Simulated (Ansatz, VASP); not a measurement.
**One calculation of MoS2, two programs**

POSCAR

```
MoS2
1.0
    1.5855007458      0.9153892824      6.1150000000
   -1.5855007458      0.9153892824      6.1150000000
    0.0000000000     -1.8307785648      6.1150000000
Mo S
1 2
Direct
    0.0000000000      0.0000000000      0.0000000000
    0.7500000000      0.7500000000      0.7500000000
    0.2500000000      0.2500000000      0.2500000000
```

The input INCAR.step1:

```
  ALGO = Normal
  EDIFF = 1E-4
  ENCUT = 600
  GGA = PE
  ISMEAR = 0
  LASPH = T
  LCHARG = F
  LREAL = F
  LWAVE = T
  NELM = 100
  PREC = Accurate
  SIGMA = 0.1
```

Contents of INCAR.step2:

```
  ALGO = Normal
  EDIFF = 1E-6
  EDIFFG = -0.05
  ENCUT = 600
  IBRION = 2
  ISIF = 3
  ISMEAR = 0
  ISTART = 1
  LASPH = T
  LCHARG = F
  LMIXTAU = T
  LREAL = F
  LWAVE = F
  METAGGA = R2SCAN
  NELM = 100
  NSW = 100
  PREC = Accurate
  SIGMA = 0.1
```

The input KPOINTS:

```
k-points
0
Gamma
  6 6 6
```

Input for Ansatz:

```yaml
crystal:
  lattice:
    - [1.5855, 0.9153888518, 6.1149966667]
    - [-1.5855, 0.9153888518, 6.1149966667]
    - [0.0, -1.8307777036, 6.1149966667]
  atoms:
    - { symbol: Mo, position: [0.0, 0.0, 0.0] }
    - { symbol: S, position: [0.75, 0.75, 0.75] }
    - { symbol: S, position: [0.25, 0.25, 0.25] }
basis:
  ecutwfc: 500
kpoints:
  mp_grid: { grid: [6, 6, 6] }
hamiltonian:
  xc: r2scan
scf:
  occupations: { method: gaussian, width: 0.1 }
output:
  forces: true
  stress: true
  eigenvalues: true
relax:
  adjacent_minimum: "off"
  f_tol: 0.05
  max_steps: 80
  cell: { stress_tol: 0.5 }
```

Alike in both runs: task relaxation of cell and atoms; functional r2SCAN; k mesh 6 × 6 × 6; occupations gaussian, width 0.1 eV; no spin polarisation.

|  | VASP | Ansatz |
| --- | --- | --- |
| version | VASP 6.6.1 | Ansatz 0.2.0 |
| potentials or method | VASP PAW PBE potentials, release 64 (Mo_sv, S), cutoff 600 eV | scalar-relativistic, plane waves, PAW |
| valence electrons in the cell | 26 | 26 |

```tsv
	VASP	Ansatz	Ansatz less VASP
gap on the k mesh at the Fermi level, each at its own relaxed structure (eV)	none	none	-
relaxed volume (Å³/atom)	18.67	18.73	+0.053
relaxed length of the cell vector where the two differ most in proportion (Å)	6.515	6.536	+0.0216
```

VASP's potentials were made for PBE, not for r2SCAN. A gap of «none» marks a metal or a gap that the smearing closes.

The k mesh is coarse, so the values compare programs but aren't converged.
